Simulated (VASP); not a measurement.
# SnO2 (R3m) in VASP: further runs

The runs below take SnO2 through single point, with LDA.

Program: VASP 6.6.1. These are calculated values, not measurements. Logs are shortened: lines on timing, memory, paths and dates and some standing lists are left out, and cuts for length are marked.

### Step 1. The cell of the first run

The typed cell holds 12 atoms: a = 5.589 Å, b = 5.589 Å, c = 5.589 Å, α = 72.42°, β = 72.42°, γ = 72.42°.

### Step 2. Single point, LDA

INCAR

```
  PREC = Accurate
  ENCUT = 520
  EDIFF = 1E-6
  ISMEAR = 0
  SIGMA = 0.05
  LREAL = F
  LASPH = T
  NELM = 100
  ALGO = Normal
  ISIF = 2
  LWAVE = F
  LCHARG = F
  NBANDS = 64
```

KPOINTS

```
regular mesh
0
Gamma
  6 6 6
```

POSCAR

```
SnO2
1.0
    3.3015000000      1.9061219137      4.0868653298
   -3.3015000000      1.9061219137      4.0868653298
    0.0000000000     -3.8122438274      4.0868653298
Sn O
4 8
Direct
    0.8645353782      0.8645353782      0.8645353782
    0.3648691645      0.3648691645      0.8648751974
    0.3648691645      0.8648751974      0.3648691645
    0.8648751974      0.3648691645      0.3648691645
    0.1199116729      0.6196051221      0.6196051221
    0.6196051221      0.1199116729      0.6196051221
    0.6196051221      0.6196051221      0.1199116729
    0.6099370359      0.6099370359      0.6099370359
    0.1198492242      0.1198492242      0.1198492242
    0.1096932183      0.1096932183      0.6100024814
    0.1096932183      0.6100024814      0.1096932183
    0.6100024814      0.1096932183      0.1096932183
```

Potentials or basis: VASP PAW LDA potentials, release 64 (Sn_d, O).

Started as:

```
> cat potpaw_LDA.64/Sn_d/POTCAR potpaw_LDA.64/O/POTCAR > POTCAR
> mpirun -np 1 vasp_std > vasp.out
```

OUTCAR:

```text
PREC = Accurate
   ENCUT = 520
   EDIFF = 1E-6
   ISMEAR = 0
   LREAL = F
   LASPH = T
   NELM = 100
   ISIF = 2

 ion  position               nearest neighbor table
   1  0.865  0.865  0.865-   7 2.13   6 2.13   5 2.13  10 2.13  11 2.13  12 2.13   3 3.30   4 3.30
                             3 3.30   4 3.30   2 3.30   2 3.30
   2  0.365  0.365  0.865-   9 2.13  11 2.13  12 2.13   8 2.13   5 2.13   6 2.13   3 3.30   4 3.30
                             1 3.30   1 3.30   4 3.30   3 3.30
   3  0.365  0.865  0.365-   9 2.13  12 2.13  10 2.13   8 2.13   5 2.13   7 2.13   2 3.30   4 3.30
                             1 3.30   1 3.30   2 3.30   4 3.30
   4  0.865  0.365  0.365-   9 2.13  11 2.13  10 2.13   8 2.13   6 2.13   7 2.13   2 3.30   3 3.30
                             1 3.30   1 3.30   2 3.30   3 3.30
   5  0.120  0.620  0.620-   1 2.13   3 2.13   2 2.13
   6  0.620  0.120  0.620-   1 2.13   4 2.13   2 2.13
   7  0.620  0.620  0.120-   1 2.13   3 2.13   4 2.13
   8  0.610  0.610  0.610-   2 2.13   3 2.13   4 2.13
   9  0.120  0.120  0.120-   2 2.13   3 2.13   4 2.13
  10  0.110  0.110  0.610-   3 2.13   4 2.13   1 2.13
  11  0.110  0.610  0.110-   4 2.13   2 2.13   1 2.13
  12  0.610  0.110  0.110-   3 2.13   2 2.13   1 2.13

  LATTYP: Found a trigonal (rhomboedric) cell.
 ALAT       =     5.5888881921
 COS(alpha) =     0.3020862480

  Lattice vectors:

 A1 = (   3.3015000000,   1.9061219137,   4.0868653298)
 A2 = (  -3.3015000000,   1.9061219137,   4.0868653298)
 A3 = (   0.0000000000,  -3.8122438274,   4.0868653298)

Analysis of symmetry for initial positions (statically):
=====================================================================
 Subroutine PRICEL returns:
 Original cell was already a primitive cell.

 Routine SETGRP: Setting up the symmetry group for a
 trigonal (rhombohedral) supercell.

 Subroutine GETGRP returns: Found  6 space group operations
 (whereof  6 operations were pure point group operations)
 out of a pool of 12 trial point group operations.

The static configuration has the point symmetry C_3v.

Analysis of symmetry for dynamics (positions and initial velocities):
=====================================================================
 Subroutine PRICEL returns:
 Original cell was already a primitive cell.

 Routine SETGRP: Setting up the symmetry group for a
 trigonal (rhombohedral) supercell.

 Subroutine GETGRP returns: Found  6 space group operations
 (whereof  6 operations were pure point group operations)
 out of a pool of 12 trial point group operations.

The dynamic configuration has the point symmetry C_3v.

 Subroutine INISYM returns: Found  6 space group operations
 (whereof  6 operations are pure point group operations),
 and found     1 'primitive' translations

----------------------------------------------------------------------------------------

                                     Primitive cell

  volume of cell :     154.3134

  direct lattice vectors                    reciprocal lattice vectors
     3.301500000  1.906121914  4.086865330     0.151446312  0.087437569  0.081562104
    -3.301500000  1.906121914  4.086865330    -0.151446312  0.087437569  0.081562104
     0.000000000 -3.812243827  4.086865330     0.000000000 -0.174875138  0.081562104

  length of vectors
     5.588888192  5.588888192  5.588888192     0.192960335  0.192960335  0.192960335

  position of ions in fractional coordinates (direct lattice)
     0.864535378  0.864535378  0.864535378
     0.364869164  0.364869164  0.864875197
     0.364869164  0.864875197  0.364869164
     0.864875197  0.364869164  0.364869164
     0.119911673  0.619605122  0.619605122
     0.619605122  0.119911673  0.619605122
     0.619605122  0.619605122  0.119911673
     0.609937036  0.609937036  0.609937036
     0.119849224  0.119849224  0.119849224
     0.109693218  0.109693218  0.610002481
     0.109693218  0.610002481  0.109693218
     0.610002481  0.109693218  0.109693218

  ion indices of the primitive-cell ions
   primitive index   ion index
                 1           1
                 2           2
                 3           3
                 4           4
                 5           5
                 6           6
                 7           7
                 8           8
                 9           9
                10          10
                11          11
                12          12

----------------------------------------------------------------------------------------

 KPOINTS: regular mesh

Automatic generation of k-mesh.
 Grid dimensions read from file:
 generate k-points for:    6    6    6

 Generating k-lattice:

  Cartesian coordinates                     Fractional coordinates (reciprocal lattice)
     0.025241052  0.014572928  0.013593684     0.166666667 -0.000000000  0.000000000
    -0.025241052  0.014572928  0.013593684    -0.000000000  0.166666667  0.000000000
     0.000000000 -0.029145856  0.013593684     0.000000000  0.000000000  0.166666667

  Length of vectors
     0.032160056  0.032160056  0.032160056

  Shift w.r.t. Gamma in fractional coordinates (k-lattice)
     0.000000000  0.000000000  0.000000000

 Subroutine IBZKPT returns following result:
 ===========================================

 Found     32 irreducible k-points:

 Following reciprocal coordinates:
            Coordinates               Weight
  0.000000  0.000000  0.000000      1.000000
  0.166667 -0.000000 -0.000000      6.000000
  0.333333 -0.000000 -0.000000      6.000000
  0.500000 -0.000000  0.000000      3.000000
  0.166667  0.166667 -0.000000      6.000000
  0.333333  0.166667 -0.000000     12.000000
[... 16 lines left out ...]
  0.500000  0.500000  0.166667      6.000000
 -0.333333  0.500000  0.166667     12.000000
 [... further k-points ...]
   k-points           NKPTS =     32   k-points in BZ     NKDIM =     32   number of bands    NBANDS=     64
   number of dos      NEDOS =    301   number of ions     NIONS =     12
   total plane-waves  NPLWV =  74088
   dimension x,y,z NGX =    42 NGY =   42 NGZ =   42
   dimension x,y,z NGXF=    84 NGYF=   84 NGZF=   84
   ions per type =               4   8
   NGX,Y,Z   is equivalent  to a cutoff of  12.49, 12.49, 12.49 a.u.
   NGXF,Y,Z  is equivalent  to a cutoff of  24.99, 24.99, 24.99 a.u.
 SYSTEM =  unknown system
   PREC   = accura    normal or accurate (medium, high low for compatibility)
   ISTART =      0    job   : 0-new  1-cont  2-samecut
   ICHARG =      2    charge: 1-file 2-atom 10-const
   ISPIN  =      1    spin polarized calculation?
   LNONCOLLINEAR =      F non collinear calculations
   LSORBIT =      F    spin-orbit coupling
   LASPH  =      T    aspherical Exc in radial PAW
   ENCUT  =  520.0 eV  38.22 Ry    6.18 a.u.  10.39 10.39 10.39*2*pi/ulx,y,z
   NELM   =    100;   NELMIN=  2; NELMDL= -5     # of ELM steps
   EDIFF  = 0.1E-05   stopping-criterion for ELM
   LREAL  =      F    real-space projection
   EDIFFG = 0.1E-04   stopping-criterion for IOM
   NSW    =      0    number of steps for IOM
   IBRION =     -1    ionic relax: 0-MD 1-quasi-New 2-CG
   NFREE  =      0    steps in history (QN), initial steepest desc. (CG)
   ISIF   =      2    stress and relaxation
   ISYM   =      2    0-nonsym 1-usesym 2-fastsym
   POTIM  = 0.5000    time-step for ionic-motion
   TEBEG  =    0.0;   TEEND  =   0.0 temperature during run
   PSTRESS=    0.0 pullay stress
   NELECT =     104.0000    total number of electrons
   NUPDOWN=      -1.0000    fix difference up-down
   EMIN   =  10.00;   EMAX   =-10.00  energy-range for DOS
   EFERMI =   0.00;   METHOD = LEGACY
   ISMEAR =     0;   SIGMA  =   0.05  broadening in eV -4-tet -1-fermi 0-gaus
   EFERMI_NEDOS =   21; number of points for ismear=-14 and -15
   IALGO  =     38    algorithm
   IMIX   =      4    mixing-type and parameters
     AMIX     =   0.40;   BMIX     =  1.00
     AMIX_MAG =   1.60;   BMIX_MAG =  1.00
  volume/ion in A,a.u.               =      12.86        86.78
  Fermi-wavevector in a.u.,A,eV,Ry     =   1.435329  2.712378 28.030301  2.060169
  Thomas-Fermi vector in A             =   2.554639
   LORBIT       =      0    0 simple, 1 ext, 2 COOP (PROOUT), +10 PAW based schemes
   GGA     = CA    functional components
   LHFCALC =     F    Hartree Fock is set to
   AEXX    =    0.0000 exact exchange contribution
   IVDW    =     0    specifies the selected vdW correction
   LEPSILON=     F    determine dielectric tensor
   LRPA    =     F    only Hartree local field effects (RPA)
 non-spin polarized calculation
 Gauss-broadening in eV      SIGMA  =   0.05
  energy-cutoff  :      520.00
  volume of cell :      154.31
 maximum number of plane-waves:      4215
 NGX is ok and might be reduce to    42
   NGX = 21   NGY = 21   NGZ = 21

 number of electron     104.0000000 magnetization

 Free energy of the ion-electron system (eV)
  ---------------------------------------------------
  ext. energy  EPLUGINS =         0.00000000
  ---------------------------------------------------
  free energy    TOTEN  =       -81.92166764 eV

  energy without entropy =      -81.92166764  energy(sigma->0) =      -81.92166764

 E-fermi :   5.1810     XC(G=0): -11.3948

 val. band max:        4.9158852237   @ k =   0.0000   0.0000   0.0000
 cond. band min:       5.8259744440   @ k =   0.0000   0.0000   0.0000
 fundamental gap:      0.9100892203
 Fermi energy:         5.1810291906

 k-point     1 :       0.0000    0.0000    0.0000
  band No.  band energies     occupation
      1     -15.8500      2.00000
      2     -15.8500      2.00000
      3     -15.8500      2.00000
      4     -15.3807      2.00000
      5     -15.1722      2.00000
      6     -15.1722      2.00000
[... 56 lines left out ...]
     63      15.2444      0.00000
     64      15.2459      0.00000

 k-point     2 :       0.1667   -0.0000   -0.0000
  band No.  band energies     occupation
      1     -15.8163      2.00000
      2     -15.8162      2.00000
      3     -15.8109      2.00000
      4     -15.3570      2.00000
      5     -15.2172      2.00000
      6     -15.1603      2.00000
[... 56 lines left out ...]
     63      14.9768      0.00000
     64      14.9972      0.00000

 k-point     3 :       0.3333   -0.0000   -0.0000
  band No.  band energies     occupation
      1     -15.7289      2.00000
      2     -15.7289      2.00000
      3     -15.7009      2.00000
      4     -15.3797      2.00000
      5     -15.2555      2.00000
      6     -15.2509      2.00000
[... 1396 lines left out ...]
     63      13.6935      0.00000
     64      14.3495      0.00000

 k-point    24 :      -0.3333    0.5000    0.1667
  band No.  band energies     occupation
      1     -15.6497      2.00000
      2     -15.6484      2.00000
      3     -15.6175      2.00000
      4     -15.4610      2.00000
      5     -15.3866      2.00000
      6     -15.2690      2.00000
[... 56 lines left out ...]
     63      13.8754      0.00000
     64      14.0897      0.00000

 [... further k-points ...]
[... 5 lines left out ...]
  --------------------------------------------------------------------------------------
  -------------------------------------------------------------------------------------
  Total      -12.3194368    -12.3194368     -5.6836941      0.0000000     -0.0000000      0.0000000
  in kB     -127.9080519   -127.9080519    -59.0116455      0.0000000     -0.0000000      0.0000000
  external PRESSURE =    -104.9425831 kB  Pullay stress =       0.0000000 kB

 VOLUME and BASIS-vectors are now :
 -----------------------------------------------------------------------------
  energy-cutoff  :      520.00
  volume of cell :      154.31
      direct lattice vectors                 reciprocal lattice vectors
     3.301500000  1.906121914  4.086865330     0.151446312  0.087437569  0.081562104
    -3.301500000  1.906121914  4.086865330    -0.151446312  0.087437569  0.081562104
     0.000000000 -3.812243827  4.086865330     0.000000000 -0.174875138  0.081562104

 POSITION                                       TOTAL-FORCE (eV/Angst)
 -----------------------------------------------------------------------------------
      0.00000      0.00000     10.59972         0.000000     -0.000000      0.005788
      0.00000     -1.90614      6.51697         0.000000     -0.002866     -0.002159
     -1.65077      0.95307      6.51697        -0.002482      0.001433     -0.002159
      1.65077      0.95307      6.51697         0.002482      0.001433     -0.002159
     -1.64974     -0.95248      5.55455        -0.000988     -0.000571      0.431346
      1.64974     -0.95248      5.55455         0.000988     -0.000571      0.431346
      0.00000      1.90495      5.55455         0.000000      0.001141      0.431346
      0.00000      0.00000      7.47819         0.000000     -0.000000     -0.430148
      0.00000      0.00000      1.46942         0.000000     -0.000000      0.433217
      0.00000     -1.90730      3.38960         0.000000      0.001360     -0.432140
     -1.65177      0.95365      3.38960         0.001178     -0.000680     -0.432140
      1.65177      0.95365      3.38960        -0.001178     -0.000680     -0.432140
 -----------------------------------------------------------------------------------
    total drift:                                0.000000      0.000003      0.000502

  FREE ENERGIE OF THE ION-ELECTRON SYSTEM (eV)
  ---------------------------------------------------
  free  energy   TOTEN  =       -81.9216676422 eV

  energy  without entropy=      -81.9216676422  energy(sigma->0) =      -81.92166764
```

Wall time 5.2 min (1 thread of Intel Xeon Platinum 8259CL at 2.50GHz (Skylake/Cascade Lake), shared host); peak memory 0.35 GiB.

Results:

```yaml
Free_energy: -81.9217 eV
Pressure: -10.5 GPa
Largest_force: 0.433 eV/Å
Band_gap_on_the_k_mesh: 0.91 eV
```

Forces on the atoms (eV/Å):
```
Sn   0.000  0.000  0.006
Sn   0.000 -0.003 -0.002
Sn  -0.002  0.001 -0.002
Sn   0.002  0.001 -0.002
O   -0.001 -0.001  0.431
O    0.001 -0.001  0.431
O    0.000  0.001  0.431
O    0.000  0.000 -0.430
O    0.000  0.000  0.433
O    0.000  0.001 -0.432
O    0.001 -0.001 -0.432
O   -0.001 -0.001 -0.432
```

Stress tensor (GPa, compression positive):
```
-12.79   0.00   0.00
  0.00 -12.79   0.00
  0.00   0.00  -5.90
```

Caveat: the stress differs along the axes, from -13 to -6 GPa; spin-orbit coupling is left out, which moves the levels of the heavy elements.

### Step 3. Single point, LDA

This run uses another cell than the first one, of 13.11 Å³/atom.

INCAR

```
ALGO = Normal
EDIFF = 1E-7
ENCUT = 520
ISIF = 2
ISMEAR = 0
LASPH = True
LCHARG = True
LELF = True
LREAL = False
LVHAR = True
LWAVE = False
NBANDS = 64
NELM = 100
PREC = Accurate
SIGMA = 0.05
```

KPOINTS

```
k-points
0
Gamma
  6 6 6
```

Edit POSCAR of step 2 so:

```diff
@@ -2,5 +2,5 @@
 1.0
-    3.3015000000      1.9061219137      4.0868653298
-   -3.3015000000      1.9061219137      4.0868653298
-    0.0000000000     -3.8122438274      4.0868653298
+    3.2534500000      1.8783802333      4.2912000000
+   -3.2534500000      1.8783802333      4.2912000000
+    0.0000000000     -3.7567604666      4.2912000000
 Sn O
```

Potentials or basis: VASP PAW LDA potentials, release 64 (Sn_d, O).

Started as:

```
> cat potpaw_LDA.64/Sn_d/POTCAR potpaw_LDA.64/O/POTCAR > POTCAR
> mpirun -np 1 vasp_std > vasp.out
```

It took 5.9 min on 1 thread of Intel Xeon Platinum 8259CL at 2.50GHz (Skylake/Cascade Lake), shared host; peak memory 0.35 GiB.

It converged, with:

- Free energy: -81.9336 eV
- Pressure: -9.7 GPa
- Largest force: 0.732 eV/Å
- Band gap on the k mesh: 1.22 eV

Forces on the atoms (eV/Å):
```
Sn   0.000  0.000  0.007
Sn   0.000 -0.001 -0.003
Sn  -0.001  0.001 -0.003
Sn   0.001  0.001 -0.003
O   -0.001 -0.001  0.732
O    0.001 -0.001  0.732
O    0.000  0.001  0.732
O    0.000  0.000 -0.732
O    0.000  0.000  0.731
O    0.000  0.002 -0.731
O    0.001 -0.001 -0.731
O   -0.001 -0.001 -0.731
```

Stress tensor (GPa, compression positive):
```
-10.56   0.00   0.00
  0.00 -10.56   0.00
  0.00   0.00  -8.02
```

Levels at points of the mesh, in eV from the valence-band top:
```
           k point  band 50  band 51  band 52  band 53  band 54  band 55
(0.00, 0.00, 0.00)    -0.09    -0.09     0.00     1.22     4.33     4.33
(0.50, 0.00, 0.00)    -0.45    -0.10    -0.10     3.71     3.71     5.11
(0.50, 0.50, 0.00)    -0.64    -0.21    -0.21     4.12     4.13     5.13
(0.50, 0.50, 0.50)    -1.05    -1.05    -1.05     3.24     4.89     4.89
```

Caveat: the cell stands under tension; spin-orbit coupling is left out, which moves the levels of the heavy elements.

### Step 4. Single point, LDA

This run uses another cell than the first one, of 12.18 Å³/atom.

INCAR

```
PREC = Accurate
ENCUT = 520
EDIFF = 1E-6
ISMEAR = 0
SIGMA = 0.05
LREAL = False
LASPH = True
NELM = 80
ALGO = Normal
ISIF = 2
LWAVE = False
LCHARG = False
NBANDS = 64
```

KPOINTS

```
regular mesh
0
Gamma
  6 6 6
```

Edit POSCAR of step 3 so:

```diff
@@ -2,5 +2,5 @@
 1.0
-    3.2534500000      1.8783802333      4.2912000000
-   -3.2534500000      1.8783802333      4.2912000000
-    0.0000000000     -3.7567604666      4.2912000000
+    3.2534500000      1.8783802333      3.9847000000
+   -3.2534500000      1.8783802333      3.9847000000
+    0.0000000000     -3.7567604666      3.9847000000
 Sn O
```

Started as:

```
> cat potpaw_LDA.64/Sn_d/POTCAR potpaw_LDA.64/O/POTCAR > POTCAR
> mpirun -np 1 vasp_std > vasp.out
```

It took 5.1 min on 1 thread of Intel Xeon Platinum 8488C (Sapphire Rapids), shared host; peak memory 0.34 GiB.

It converged, with:

```
Free energy            : -82.2146 eV
Pressure               : -2.3 GPa
Largest force          : 0.078 eV/Å
Band gap on the k mesh : 1.27 eV
```

Forces on the atoms (eV/Å):
```
Sn   0.000  0.000  0.003
Sn   0.000 -0.003 -0.002
Sn  -0.003  0.002 -0.002
Sn   0.003  0.002 -0.002
O    0.000  0.000 -0.077
O    0.000  0.000 -0.077
O    0.000  0.000 -0.077
O    0.000  0.000  0.078
O    0.000  0.000 -0.075
O    0.000  0.000  0.076
O    0.000  0.000  0.076
O    0.000  0.000  0.076
```

Stress tensor (GPa, compression positive):
```
-3.29  0.00  0.00
 0.00 -3.29  0.00
 0.00  0.00 -0.28
```

Levels at points of the mesh, in eV from the valence-band top:
```csv
k point,band 49,band 50,band 51,band 52,band 53,band 54,band 55,band 56
"(0.00, 0.00, 0.00)",-0.07,-0.07,-0.07,0.00,1.27,4.50,4.50,4.50
"(0.50, 0.00, 0.00)",-0.35,-0.35,-0.11,-0.10,3.90,3.90,5.43,5.43
"(0.50, 0.50, 0.00)",-0.63,-0.63,-0.22,-0.22,4.44,4.45,5.41,5.41
"(0.50, 0.50, 0.50)",-1.33,-1.22,-1.22,-1.22,3.65,5.28,5.28,5.28
```

Caveat: spin-orbit coupling is left out, which moves the levels of the heavy elements.

(Continued in part 2 of 2.)
